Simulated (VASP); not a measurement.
# SnPb3S4 (Cmmm) in VASP: notebook

Aim: see how the results for SnPb3S4 move with the level of theory and the settings. Levels: PBE, LDA. Tasks: single point.

Program: VASP 6.6.1. These are calculated values, not measurements. Logs are shortened: lines on timing, memory, paths and dates and some standing lists are left out, and cuts for length are marked.

**1. The cell of the first run**

The structure is orthorhombic, space group Cmmm (No. 65). Conventional cell: a = 8.274 Å, b = 11.699 Å, c = 4.136 Å, α = 90.00°, β = 90.00°, γ = 90.00°. Within 3.8 Å of Sn (site symmetry mmm) lie 6 S at 2.89 Å. Within 3.9 Å of Pb (site symmetry 2/m) lie 6 S at 2.93 Å. Within 3.9 Å of Pb (site symmetry mmm) lie 6 S at 2.96 Å. Within 3.8 Å of S (site symmetry 2mm) lie 2 Sn at 2.89 Å and 4 Pb at 2.93 to 2.96 Å. Within 3.8 Å of S (site symmetry m2m) lie 1 Sn at 2.89 Å and 5 Pb at 2.93 to 2.96 Å.

**2. Single point, PBE (25.02 Å³/atom)**

File INCAR:

```
  ALGO = Normal
  EDIFF = 1E-6
  ENCUT = 520
  GGA = PE
  ISIF = 2
  ISMEAR = 0
  LASPH = T
  LCHARG = T
  LELF = T
  LREAL = F
  LVHAR = T
  LWAVE = F
  NBANDS = 50
  NELM = 60
  PREC = Accurate
  SIGMA = 0.1
```

File KPOINTS:

```
k-points
0
Gamma
  6 6 10
```

File POSCAR:

```
SnPb3S4
1.0
    4.1370132639     -5.8493929198      0.0000000000
    4.1370132639      5.8493929198      0.0000000000
    0.0000000000      0.0000000000      4.1357121245
Sn Pb S
1 3 4
Direct
    0.0000000000      0.0000000000      0.5000000000
    0.0000000000      0.5000000000      0.0000000000
    0.5000000000      0.5000000000      0.5000000000
    0.5000000000      0.0000000000      0.0000000000
    0.7559620756      0.7559620756      0.0000000000
    0.7530778680      0.2469221320      0.5000000000
    0.2469221320      0.7530778680      0.5000000000
    0.2440379244      0.2440379244      0.0000000000
```

Potentials or basis: VASP PAW PBE potentials, release 64 (Sn_d, Pb_d, S).

Command:

```sh
> cat potpaw_PBE.64/Sn_d/POTCAR potpaw_PBE.64/Pb_d/POTCAR potpaw_PBE.64/S/POTCAR > POTCAR
> mpirun -np 1 vasp_std > vasp.out
```

OUTCAR:

```text
EDIFF = 1E-6
   ENCUT = 520
   GGA = PE
   ISIF = 2
   ISMEAR = 0
   LASPH = T
   LREAL = F
   NELM = 60
   PREC = Accurate

 ion  position               nearest neighbor table
   1  0.000  0.000  0.500-   6 2.89   7 2.89   5 2.89   8 2.89   5 2.89   8 2.89
   2  0.000  0.500  0.000-   6 2.93   7 2.93   6 2.93   7 2.93   5 2.93   8 2.93   3 4.14   3 4.14
                             3 4.14   3 4.14   4 4.14   4 4.14
   3  0.500  0.500  0.500-   5 2.96   8 2.96   5 2.96   8 2.96   7 2.96   6 2.96   2 4.14   4 4.14
                             2 4.14   4 4.14   4 4.14   4 4.14   2 4.14   2 4.14
   4  0.500  0.000  0.000-   6 2.93   7 2.93   6 2.93   7 2.93   5 2.93   8 2.93   3 4.14   3 4.14
                             3 4.14   3 4.14   2 4.14   2 4.14
   5  0.756  0.756  0.000-   1 2.89   1 2.89   4 2.93   2 2.93   3 2.96   3 2.96
   6  0.753  0.247  0.500-   1 2.89   2 2.93   4 2.93   2 2.93   4 2.93   3 2.96
   7  0.247  0.753  0.500-   1 2.89   2 2.93   4 2.93   2 2.93   4 2.93   3 2.96
   8  0.244  0.244  0.000-   1 2.89   1 2.89   4 2.93   2 2.93   3 2.96   3 2.96

  LATTYP: Found a base centered orthorhombic cell.
 ALAT       =     8.2740265278
 B/A-ratio  =     1.4139168880
 C/A-ratio  =     0.4998427441

  Lattice vectors:

 A1 = (   4.1370132639,  -5.8493929198,   0.0000000000)
 A2 = (   4.1370132639,   5.8493929198,   0.0000000000)
 A3 = (   0.0000000000,   0.0000000000,   4.1357121245)

Analysis of symmetry for initial positions (statically):
=====================================================================
 Subroutine PRICEL returns:
 Original cell was already a primitive cell.

 Routine SETGRP: Setting up the symmetry group for a
 base centered orthorhombic supercell.

 Subroutine GETGRP returns: Found  8 space group operations
 (whereof  8 operations were pure point group operations)
 out of a pool of  8 trial point group operations.

The static configuration has the point symmetry D_2h.

Analysis of symmetry for dynamics (positions and initial velocities):
=====================================================================
 Subroutine PRICEL returns:
 Original cell was already a primitive cell.

 Routine SETGRP: Setting up the symmetry group for a
 base centered orthorhombic supercell.

 Subroutine GETGRP returns: Found  8 space group operations
 (whereof  8 operations were pure point group operations)
 out of a pool of  8 trial point group operations.

The dynamic configuration has the point symmetry D_2h.

 Subroutine INISYM returns: Found  8 space group operations
 (whereof  8 operations are pure point group operations),
 and found     1 'primitive' translations

----------------------------------------------------------------------------------------

                                     Primitive cell

  volume of cell :     200.1603

  direct lattice vectors                    reciprocal lattice vectors
     4.137013264 -5.849392920  0.000000000     0.120860139 -0.085478956  0.000000000
     4.137013264  5.849392920  0.000000000     0.120860139  0.085478956  0.000000000
     0.000000000  0.000000000  4.135712125     0.000000000  0.000000000  0.241796327

  length of vectors
     7.164515076  7.164515076  4.135712125     0.148033190  0.148033190  0.241796327

  position of ions in fractional coordinates (direct lattice)
     0.000000000  0.000000000  0.500000000
     1.000000000  0.500000000  0.000000000
     0.500000000  0.500000000  0.500000000
     0.500000000  1.000000000  0.000000000
     0.755962076  0.755962076  0.000000000
     0.753077868  0.246922132  0.500000000
     0.246922132  0.753077868  0.500000000
     0.244037924  0.244037924  0.000000000

  ion indices of the primitive-cell ions
   primitive index   ion index
                 1           1
                 2           2
                 3           3
                 4           4
                 5           5
                 6           6
                 7           7
                 8           8

----------------------------------------------------------------------------------------

 KPOINTS: k-points

Automatic generation of k-mesh.
 Grid dimensions read from file:
 generate k-points for:    6    6   10

 Generating k-lattice:

  Cartesian coordinates                     Fractional coordinates (reciprocal lattice)
     0.020143357 -0.014246493  0.000000000     0.166666667 -0.000000000  0.000000000
     0.020143357  0.014246493  0.000000000    -0.000000000  0.166666667  0.000000000
     0.000000000  0.000000000  0.024179633     0.000000000  0.000000000  0.100000000

  Length of vectors
     0.024672198  0.024672198  0.024179633

  Shift w.r.t. Gamma in fractional coordinates (k-lattice)
     0.000000000  0.000000000  0.000000000

 Subroutine IBZKPT returns following result:
 ===========================================

 Found     78 irreducible k-points:

 Following reciprocal coordinates:
            Coordinates               Weight
  0.000000  0.000000  0.000000      1.000000
  0.166667 -0.000000  0.000000      4.000000
  0.333333 -0.000000  0.000000      4.000000
  0.500000 -0.000000  0.000000      2.000000
  0.166667  0.166667  0.000000      2.000000
  0.333333  0.166667  0.000000      4.000000
[... 16 lines left out ...]
  0.333333  0.333333  0.100000      4.000000
  0.500000  0.333333  0.100000      8.000000
 [... further k-points ...]
   k-points           NKPTS =     78   k-points in BZ     NKDIM =     78   number of bands    NBANDS=     50
   number of dos      NEDOS =    301   number of ions     NIONS =      8
   total plane-waves  NPLWV =  93312
   dimension x,y,z NGX =    54 NGY =   54 NGZ =   32
   dimension x,y,z NGXF=   108 NGYF=  108 NGZF=   64
   ions per type =               1   3   4
   NGX,Y,Z   is equivalent  to a cutoff of  12.53, 12.53, 12.86 a.u.
   NGXF,Y,Z  is equivalent  to a cutoff of  25.06, 25.06, 25.73 a.u.
 SYSTEM =  unknown system
   PREC   = accura    normal or accurate (medium, high low for compatibility)
   ISTART =      0    job   : 0-new  1-cont  2-samecut
   ICHARG =      2    charge: 1-file 2-atom 10-const
   ISPIN  =      1    spin polarized calculation?
   LNONCOLLINEAR =      F non collinear calculations
   LSORBIT =      F    spin-orbit coupling
   LASPH  =      T    aspherical Exc in radial PAW
   ENCUT  =  520.0 eV  38.22 Ry    6.18 a.u.  13.32 13.32  7.69*2*pi/ulx,y,z
   NELM   =     60;   NELMIN=  2; NELMDL= -5     # of ELM steps
   EDIFF  = 0.1E-05   stopping-criterion for ELM
   LREAL  =      F    real-space projection
   EDIFFG = 0.1E-04   stopping-criterion for IOM
   NSW    =      0    number of steps for IOM
   IBRION =     -1    ionic relax: 0-MD 1-quasi-New 2-CG
   NFREE  =      0    steps in history (QN), initial steepest desc. (CG)
   ISIF   =      2    stress and relaxation
   ISYM   =      2    0-nonsym 1-usesym 2-fastsym
   POTIM  = 0.5000    time-step for ionic-motion
   TEBEG  =    0.0;   TEEND  =   0.0 temperature during run
   PSTRESS=    0.0 pullay stress
   NELECT =      80.0000    total number of electrons
   NUPDOWN=      -1.0000    fix difference up-down
   EMIN   =  10.00;   EMAX   =-10.00  energy-range for DOS
   EFERMI =   0.00;   METHOD = LEGACY
   ISMEAR =     0;   SIGMA  =   0.10  broadening in eV -4-tet -1-fermi 0-gaus
   EFERMI_NEDOS =   21; number of points for ismear=-14 and -15
   IALGO  =     38    algorithm
   IMIX   =      4    mixing-type and parameters
     AMIX     =   0.40;   BMIX     =  1.00
     AMIX_MAG =   1.60;   BMIX_MAG =  1.00
  volume/ion in A,a.u.               =      25.02       168.84
  Fermi-wavevector in a.u.,A,eV,Ry     =   1.205902  2.278825 19.785600  1.454201
  Thomas-Fermi vector in A             =   2.341585
   LORBIT       =      0    0 simple, 1 ext, 2 COOP (PROOUT), +10 PAW based schemes
   GGA     = PE    functional components
   LHFCALC =     F    Hartree Fock is set to
   AEXX    =    0.0000 exact exchange contribution
   IVDW    =     0    specifies the selected vdW correction
   LEPSILON=     F    determine dielectric tensor
   LRPA    =     F    only Hartree local field effects (RPA)
 non-spin polarized calculation
 Gauss-broadening in eV      SIGMA  =   0.10
  energy-cutoff  :      520.00
  volume of cell :      200.16
 maximum number of plane-waves:      5425
 NGX is ok and might be reduce to    54
   NGX = 27   NGY = 27   NGZ = 15

 number of electron      80.0000001 magnetization

 Free energy of the ion-electron system (eV)
  ---------------------------------------------------
  ext. energy  EPLUGINS =         0.00000000
  ---------------------------------------------------
  free energy    TOTEN  =       -34.91784533 eV

  energy without entropy =      -34.91722012  energy(sigma->0) =      -34.91753273

 E-fermi :   6.5610     XC(G=0):  -9.8355

 val. band max:        6.5501444758   @ k =   0.0000   0.0000   0.0000
 cond. band min:       6.5745672649   @ k =   0.0000   0.0000   0.0000
 fundamental gap:      0.0244227891
 Fermi energy:         6.5609620586

 k-point     1 :       0.0000    0.0000    0.0000
  band No.  band energies     occupation
      1     -15.1354      2.00000
      2     -15.1271      2.00000
      3     -15.1228      2.00000
      4     -15.1227      2.00000
      5     -15.1162      2.00000
      6     -10.7163      2.00000
[... 42 lines left out ...]
     49      11.5252      0.00000
     50      11.5333      0.00000

 k-point     2 :       0.1667   -0.0000    0.0000
  band No.  band energies     occupation
      1     -15.1354      2.00000
      2     -15.1271      2.00000
      3     -15.1227      2.00000
      4     -15.1227      2.00000
      5     -15.1162      2.00000
      6     -10.7104      2.00000
[... 42 lines left out ...]
     49      11.0877      0.00000
     50      11.1492      0.00000

 k-point     3 :       0.3333   -0.0000    0.0000
  band No.  band energies     occupation
      1     -15.1354      2.00000
      2     -15.1270      2.00000
      3     -15.1227      2.00000
      4     -15.1226      2.00000
      5     -15.1162      2.00000
      6     -10.6964      2.00000
[... 1102 lines left out ...]
     49      10.3727      0.00000
     50      10.4347      0.00000

 k-point    24 :       0.5000    0.3333    0.1000
  band No.  band energies     occupation
      1     -15.1339      2.00000
      2     -15.1263      2.00000
      3     -15.1242      2.00000
      4     -15.1226      2.00000
      5     -15.1167      2.00000
      6     -10.6699      2.00000
[... 42 lines left out ...]
     49      10.4371      0.00000
     50      10.5476      0.00000

 [... further k-points ...]

------------------------ aborting loop because EDIFF is reached ----------------------------------------

  FORCE on cell =-STRESS in cart. coord.  units (eV):
  Direction    XX          YY          ZZ          XY          YZ          ZX
  --------------------------------------------------------------------------------------
  -------------------------------------------------------------------------------------
  Total        4.5399191      4.5400506      4.5390780      0.0000000      0.0000000      0.0000000
  in kB       36.3396457     36.3406987     36.3329136      0.0000000      0.0000000      0.0000000
  external PRESSURE =      36.3377527 kB  Pullay stress =       0.0000000 kB

 VOLUME and BASIS-vectors are now :
 -----------------------------------------------------------------------------
  energy-cutoff  :      520.00
  volume of cell :      200.16
      direct lattice vectors                 reciprocal lattice vectors
     4.137013264 -5.849392920  0.000000000     0.120860139 -0.085478956  0.000000000
     4.137013264  5.849392920  0.000000000     0.120860139  0.085478956  0.000000000
     0.000000000  0.000000000  4.135712125     0.000000000  0.000000000  0.241796327

 POSITION                                       TOTAL-FORCE (eV/Angst)
 -----------------------------------------------------------------------------------
      0.00000      0.00000      2.06786         0.000000     -0.000000      0.000000
      2.06851      2.92470      0.00000         0.000000     -0.000000      0.000000
      4.13701      0.00000      2.06786         0.000000     -0.000000      0.000000
      2.06851     -2.92470      0.00000         0.000000     -0.000000      0.000000
      6.25485      0.00000      0.00000        -0.001629     -0.000000     -0.000000
      4.13701     -2.96070      2.06786         0.000000      0.001119     -0.000000
      4.13701      2.96070      2.06786         0.000000     -0.001119      0.000000
      2.01918      0.00000      0.00000         0.001629     -0.000000      0.000000
 -----------------------------------------------------------------------------------
    total drift:                               -0.000000     -0.000000      0.000000

  FREE ENERGIE OF THE ION-ELECTRON SYSTEM (eV)
  ---------------------------------------------------
  free  energy   TOTEN  =       -34.9178453338 eV

  energy  without entropy=      -34.9172201166  energy(sigma->0) =      -34.91753273
```

Wall time 7.7 min (1 thread of Intel Xeon Platinum 8488C (Sapphire Rapids), shared host); peak memory 0.74 GiB.

What came out:

- Free energy: -34.9178 eV
- Pressure: 3.6 GPa
- Band gap on the k mesh: 0.02 eV

Caveat: the cell stands under pressure; spin-orbit coupling is left out, which moves the levels of the heavy elements.

**3. Single point, LDA**

This run uses another cell than the first one, of 26.62 Å³/atom.

File INCAR:

```
SYSTEM = SnPb3S4
PREC = Accurate
ENCUT = 520
EDIFF = 1E-7
ISMEAR = 0
SIGMA = 0.1
LREAL = .False.
LASPH = .True.
NELM = 100
ALGO = Normal
ISIF = 2
LWAVE = .False.
LCHARG = .False.
NBANDS = 50
```

File KPOINTS:

```
Automatic mesh
0
Gamma
  6 6 10
  0 0 0
```

File POSCAR:

```
SnPb3S4
1.0
    4.2222421000     -5.9714612000      0.0000000000
    4.2222421000      5.9714612000      0.0000000000
    0.0000000000      0.0000000000      4.2227601000
Sn Pb S
1 3 4
Direct
    0.0000000000      0.0000000000      0.5000000000
    0.0000000000      0.5000000000      0.0000000000
    0.5000000000      0.5000000000      0.5000000000
    0.5000000000      0.0000000000      0.0000000000
    0.7553450000      0.7553450000      0.0000000000
    0.7527170000      0.2472830000      0.5000000000
    0.2472830000      0.7527170000      0.5000000000
    0.2446550000      0.2446550000      0.0000000000
```

Potentials or basis: VASP PAW LDA potentials, release 64 (Sn_d, Pb_d, S).

Command:

```sh
> cat potpaw_LDA.64/Sn_d/POTCAR potpaw_LDA.64/Pb_d/POTCAR potpaw_LDA.64/S/POTCAR > POTCAR
> mpirun -np 1 vasp_std > vasp.out
```

OUTCAR:

```text
SYSTEM = SnPb3S4
   PREC = Accurate
   ENCUT = 520
   EDIFF = 1E-7
   ISMEAR = 0
   LREAL = .False.
   LASPH = .True.
   NELM = 100
   ISIF = 2

 ion  position               nearest neighbor table
   1  0.000  0.000  0.500-   6 2.95   7 2.95   5 2.95   8 2.95   5 2.95   8 2.95
   2  0.000  0.500  0.000-   6 2.99   7 2.99   6 2.99   7 2.99   5 2.99   8 2.99
   3  0.500  0.500  0.500-   5 3.02   8 3.02   5 3.02   8 3.02   7 3.02   6 3.02
   4  0.500  0.000  0.000-   6 2.99   7 2.99   6 2.99   7 2.99   5 2.99   8 2.99
   5  0.755  0.755  0.000-   1 2.95   1 2.95   4 2.99   2 2.99   3 3.02   3 3.02
   6  0.753  0.247  0.500-   1 2.95   2 2.99   4 2.99   2 2.99   4 2.99   3 3.02
   7  0.247  0.753  0.500-   1 2.95   2 2.99   4 2.99   2 2.99   4 2.99   3 3.02
   8  0.245  0.245  0.000-   1 2.95   1 2.95   4 2.99   2 2.99   3 3.02   3 3.02

  LATTYP: Found a base centered orthorhombic cell.
 ALAT       =     8.4444842000
 B/A-ratio  =     1.4142867838
 C/A-ratio  =     0.5000613418

  Lattice vectors:

 A1 = (   4.2222421000,  -5.9714612000,   0.0000000000)
 A2 = (   4.2222421000,   5.9714612000,   0.0000000000)
 A3 = (   0.0000000000,   0.0000000000,   4.2227601000)

Analysis of symmetry for initial positions (statically):
[... 198 lines left out ...]
      5     -15.9926      2.00000
      6     -11.5791      2.00000
[... 1261 lines left out ...]
     49       9.2929      0.00000
     50       9.3536      0.00000

 [... further k-points ...]

------------------------ aborting loop because EDIFF is reached ----------------------------------------

  FORCE on cell =-STRESS in cart. coord.  units (eV):
  Direction    XX          YY          ZZ          XY          YZ          ZX
  --------------------------------------------------------------------------------------
  -------------------------------------------------------------------------------------
  Total       -5.9388524     -5.9495362     -5.9500381      0.0000000      0.0000000      0.0000000
  in kB      -44.6851238    -44.7655109    -44.7692871      0.0000000      0.0000000      0.0000000
  external PRESSURE =     -44.7399739 kB  Pullay stress =       0.0000000 kB

 VOLUME and BASIS-vectors are now :
 -----------------------------------------------------------------------------
  energy-cutoff  :      520.00
  volume of cell :      212.94
      direct lattice vectors                 reciprocal lattice vectors
     4.222242100 -5.971461200  0.000000000     0.118420495 -0.083731600  0.000000000
     4.222242100  5.971461200  0.000000000     0.118420495  0.083731600  0.000000000
     0.000000000  0.000000000  4.222760100     0.000000000  0.000000000  0.236811937

 POSITION                                       TOTAL-FORCE (eV/Angst)
 -----------------------------------------------------------------------------------
      0.00000      0.00000      2.11138        -0.000000     -0.000000     -0.000000
      2.11112      2.98573      0.00000        -0.000000     -0.000000     -0.000000
      4.22224      0.00000      2.11138        -0.000000     -0.000000     -0.000000
      2.11112     -2.98573      0.00000        -0.000000     -0.000000     -0.000000
      6.37850      0.00000      0.00000        -0.011342     -0.000000     -0.000000
      4.22224     -3.01818      2.11138        -0.000000      0.006443     -0.000000
      4.22224      3.01818      2.11138        -0.000000     -0.006443      0.000000
      2.06599      0.00000      0.00000         0.011342     -0.000000      0.000000
 -----------------------------------------------------------------------------------
    total drift:                               -0.000000     -0.000000      0.000000

  FREE ENERGIE OF THE ION-ELECTRON SYSTEM (eV)
  ---------------------------------------------------
  free  energy   TOTEN  =       -39.7637375640 eV

  energy  without entropy=      -39.7629360685  energy(sigma->0) =      -39.76333682
```

stdout:

```text
POSCAR found type information on POSCAR SnPbS
 POSCAR found :  3 types and       8 ions
 scaLAPACK will be used
 LDA part: xc-table for (Slater(with rela. corr.)+CA(PZ))
 , standard interpolation
 POSCAR, INCAR and KPOINTS ok, starting setup
 FFT: planning ... GRIDC
 FFT: planning ... GRID_SOFT
 FFT: planning ... GRID
 WAVECAR not read
 entering main loop
```

It took 26 min on 1 thread of AMD EPYC 7R13, shared host; peak memory 0.69 GiB.

What came out:

```
Free energy            : -39.7637 eV
Pressure               : -4.5 GPa
Largest force          : 0.011 eV/Å
Band gap on the k mesh : 0.02 eV
```

Forces in eV/Å, atoms in the order of the input:
```
Sn   0.000  0.000  0.000
Pb   0.000  0.000  0.000
Pb   0.000  0.000  0.000
Pb   0.000  0.000  0.000
S   -0.011  0.000  0.000
S    0.000  0.006  0.000
S    0.000 -0.006  0.000
S    0.011  0.000  0.000
```

Levels at points of the mesh, in eV from the valence-band top:
```
           k point  band 38  band 39  band 40  band 41  band 42  band 43
(0.00, 0.00, 0.00)    -1.90    -0.27     0.00     0.02     0.05     1.51
(0.50, 0.00, 0.00)    -2.14    -1.35    -1.27     1.88     2.14     2.46
(0.50, 0.50, 0.00)    -1.89    -1.03    -0.78     1.03     1.12     1.96
(0.00, 0.00, 0.50)    -1.19    -1.03    -0.66     1.02     1.12     1.69
(0.50, 0.00, 0.50)    -2.49    -2.35    -2.01     2.38     2.48     2.51
(0.50, 0.50, 0.50)    -1.90    -0.27     0.00     0.02     0.07     1.51
```

Caveat: the cell stands under tension; the smearing spreads over this small gap; spin-orbit coupling is left out, which moves the levels of the heavy elements. A k mesh can miss the band edges.

The gap in the log of VASP goes by the Fermi energy; the results here count the filled bands.